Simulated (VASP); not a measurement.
# HfC (CsCl type) (Pm-3m) in VASP: further runs, part 2 of 2

VASP 6.6.1.

**5. Relaxation of cell and atoms, PBE, target pressure 94 GPa, at which the enthalpy is minimised**

This run uses another cell than the first one, of 9.39 Å³/atom.

Contents of INCAR:

```
SYSTEM = HfC
  ALGO = Normal
  EDIFF = 1E-7
  EDIFFG = -0.005
  ENCUT = 600
  GGA = PE
  IBRION = 2
  ISIF = 3
  ISMEAR = -1
  LASPH = .True.
  LCHARG = .False.
  LREAL = .False.
  LWAVE = .False.
  NELM = 60
  NSW = 60
  PREC = Accurate
  PSTRESS = 940.0
  SIGMA = 0.1
```

Contents of KPOINTS:

```
k-points
0
Gamma
  14 14 14
  0 0 0
```

Contents of POSCAR:

```
HfC
1.0
    2.6577503081      0.0000000000      0.0000000000
    0.0000000000      2.6577503081      0.0000000000
    0.0000000000      0.0000000000      2.6577503081
Hf C
1 1
Direct
    0.0000000000      0.0000000000      0.0000000000
    0.5000000000      0.5000000000      0.5000000000
```

Potentials or basis: VASP PAW PBE potentials, release 64 (Hf_pv, C).

Run with:

```console
cat potpaw_PBE.64/Hf_pv/POTCAR potpaw_PBE.64/C/POTCAR > POTCAR
mpirun -np 1 vasp_std > vasp.out
```

OUTCAR:

```text
SYSTEM = HfC
   EDIFF = 1E-7
   EDIFFG = -0.005
   ENCUT = 600
   GGA = PE
   IBRION = 2
   ISIF = 3
   ISMEAR = -1
   LASPH = .True.
   LREAL = .False.
   NELM = 60
   NSW = 60
   PREC = Accurate
   PSTRESS = 940.0

 ion  position               nearest neighbor table
   1  0.000  0.000  0.000-   2 2.30   2 2.30   2 2.30   2 2.30   2 2.30   2 2.30   2 2.30   2 2.30

   2  0.500  0.500  0.500-   1 2.30   1 2.30   1 2.30   1 2.30   1 2.30   1 2.30   1 2.30   1 2.30

  LATTYP: Found a simple cubic cell.
 ALAT       =     2.6577503081

  Lattice vectors:

 A1 = (   2.6577503081,   0.0000000000,   0.0000000000)
 A2 = (   0.0000000000,   2.6577503081,   0.0000000000)
 A3 = (   0.0000000000,   0.0000000000,   2.6577503081)

Analysis of symmetry for initial positions (statically):
=====================================================================
 Subroutine PRICEL returns:
 Original cell was already a primitive cell.

 Routine SETGRP: Setting up the symmetry group for a
 simple cubic supercell.

 Subroutine GETGRP returns: Found 48 space group operations
 (whereof 48 operations were pure point group operations)
 out of a pool of 48 trial point group operations.

The static configuration has the point symmetry O_h .

Analysis of symmetry for dynamics (positions and initial velocities):
=====================================================================
[... 234 lines left out ...]

 number of electron      14.0000001 magnetization

 Free energy of the ion-electron system (eV)
  ---------------------------------------------------
  ext. energy  EPLUGINS =         0.00000000
  ---------------------------------------------------
  free energy    TOTEN  =       -17.03508230 eV

  energy without entropy =      -16.98668777  energy(sigma->0) =      -17.01088504

 E-fermi :   9.0996     XC(G=0): -13.9662

 val. band max:        9.0962372624   @ k =   0.4286   0.2857   0.0714
 cond. band min:       9.1006320078   @ k =   0.2143   0.2143   0.0000
 fundamental gap:      0.0043947453
 Fermi energy:         9.0995928201

 k-point     1 :       0.0000    0.0000    0.0000
  band No.  band energies     occupation
      1     -19.8791      2.00000
      2     -19.8791      2.00000
      3     -19.8791      2.00000
      4      -5.2533      2.00000
      5       6.1731      2.00000
      6       6.1731      2.00000
      7      10.6332      0.00000
      8      10.6332      0.00000
      9      10.6332      0.00000
     10      17.2127      0.00000
     11      17.2127      0.00000
[... 309 lines left out ...]
 k-point    24 :       0.3571    0.2143    0.0000
  band No.  band energies     occupation
      1     -21.7017      2.00000
      2     -20.6042      2.00000
      3     -19.5851      2.00000
      4      -1.7562      2.00000
      5       3.4707      2.00000
      6       6.8032      2.00000
      7       8.6095      1.98523
      8       9.2702      0.30736
      9      14.9363      0.00000
     10      15.7638      0.00000
     11      17.6070      0.00000

 [... further k-points ...]

------------------------ aborting loop because EDIFF is reached ----------------------------------------

  FORCE on cell =-STRESS in cart. coord.  units (eV):
  Direction    XX          YY          ZZ          XY          YZ          ZX
  --------------------------------------------------------------------------------------
  -------------------------------------------------------------------------------------
  Total       10.8872542     10.8872542     10.8872542      0.0000000      0.0000000     -0.0000000
  in kB      939.1935836    939.1935836    939.1935836      0.0000000      0.0000000     -0.0000000
  external PRESSURE =      -0.8064164 kB  Pullay stress =     940.0000000 kB
[... 21 lines left out ...]
  energy  without entropy=      -16.9866877700  energy(sigma->0) =      -17.01088504

  enthalpy is  TOTEN    =        -6.1384800528 eV   P V=       10.8966022481

 reached required accuracy - stopping structural energy minimisation
```

CONTCAR:

```text
HfC
   1.00000000000000
     2.6482436670873390    0.0000000000000000    0.0000000000000000
    -0.0000000000000000    2.6482436670873390    0.0000000000000000
     0.0000000000000000    0.0000000000000000    2.6482436670873390
  Hf              C
     1     1
Direct
     0.0000000000000000    0.0000000000000000    0.0000000000000000
     0.5000000000000000    0.5000000000000000    0.5000000000000000

  0.00000000E+00  0.00000000E+00  0.00000000E+00
  0.00000000E+00  0.00000000E+00  0.00000000E+00
```

Wall time 79 s (1 thread of Intel Xeon 8259CL, shared host); peak memory 0.18 GiB.

What came out:

```yaml
Free_energy: -17.0351 eV
Relaxed_volume: 9.29 Å³/atom
Relaxed_cell: a = 2.648 Å, b = 2.648 Å, c = 2.648 Å, α = 90.00°, β = 90.00°, γ = 90.00°
Space_group_after_relaxing_to_0.1_Å: Pm-3m (No. 221)
Energy_change_on_relaxing_the_run_minimises_the_enthalpy: +57.0 meV/atom
Ionic_steps: 3
Pressure_after_relaxing: 93.9 GPa
Band_gap_on_the_k_mesh: zero (bands 7 and 8 overlap by 2.90 eV)
```

The path:
| step | energy change (eV) | largest force (eV/Å) | pressure (GPa) | volume (Å³) |
| --- | --- | --- | --- | --- |
| 1 | 0.0000 | 0.0000 | 88.23 | 18.77 |
| 2 | 0.5733 | 0.0000 | 116.08 | 17.87 |
| 3 | 0.1141 | 0.0000 | 93.92 | 18.57 |

Final structure:
```yaml
crystal:
  lattice:
    - [2.64824, 0.00000, 0.00000]
    - [0.00000, 2.64824, 0.00000]
    - [0.00000, 0.00000, 2.64824]
  atoms:
    - { symbol: Hf, position: [0.00000, 0.00000, 0.00000] }
    - { symbol: C, position: [0.50000, 0.50000, 0.50000] }
```

Caveat: the cell is relaxed towards a set pressure, so the run minimises the enthalpy, not the energy; spin-orbit coupling is left out, which moves the levels of the heavy elements.

**6. Overview**

| task | cell | cutoff (eV) | gap on the mesh (eV) | pressure (GPa) |
| --- | --- | --- | --- | --- |
| single point | a = 2.652 Å, 2 atoms | 520 | none | 91.8 |
| relaxation of cell and atoms | relaxed to 94 GPa from a = 2.652 Å, 2 atoms | 600 | none | 94.0 |
| relaxation of cell and atoms | relaxed to 94 GPa from a = 2.658 Å, 2 atoms | 600 | none | 93.9 |

Alike in all rows: level PBE; potentials or basis VASP PAW PBE potentials, release 64 (Hf_pv, C); no spin polarisation; k mesh 14 × 14 × 14; smearing fermi-dirac 0.1 eV.

Caveats: spin-orbit coupling is left out, which moves the levels of the heavy elements; the cell is relaxed towards a set pressure, so the run minimises the enthalpy, not the energy (at least some runs); the cell stands under pressure (at least some runs).

Absolute energies hang on the potentials; compare differences alone.
